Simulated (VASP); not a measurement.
A run of VASP 6.6.1:

INCAR

```
SYSTEM = TePd
ALGO = Normal ; EDIFF = 1E-6
ENCUT = 520 ; ISIF = 2
ISMEAR = -1 ; LASPH = .True.
LCHARG = .False. ; LREAL = .False.
LWAVE = .False. ; NBANDS = 15
NELM = 80 ; PREC = Accurate
SIGMA = 0.1
```

The input KPOINTS:

```
k-points
0
Gamma
  12 12 12
  0 0 0
```

File POSCAR:

```
TePd
1.0
    0.0000000000      2.9475946383      2.9475946383
    2.9475946383      0.0000000000      2.9475946383
    2.9475946383      2.9475946383      0.0000000000
Pd Te
1 1
Direct
    0.0000000000      0.0000000000      0.0000000000
    0.2500000000      0.2500000000      0.2500000000
```

Potentials or basis: VASP PAW LDA potentials, release 64 (Pd, Te).

Launch:

```console
$ cat potpaw_LDA.64/Pd/POTCAR potpaw_LDA.64/Te/POTCAR > POTCAR
$ mpirun -np 1 vasp_std > vasp.out
```

Hardware: 1 thread of AMD EPYC 7R13, on a shared host.

**Question.** Estimate the wall time of this run.

**Answer.** Wall time 100 s on 1 thread of AMD EPYC 7R13, with other jobs on the host, peak memory 0.16 GiB. Counts: scf iterations 12, k points 72.
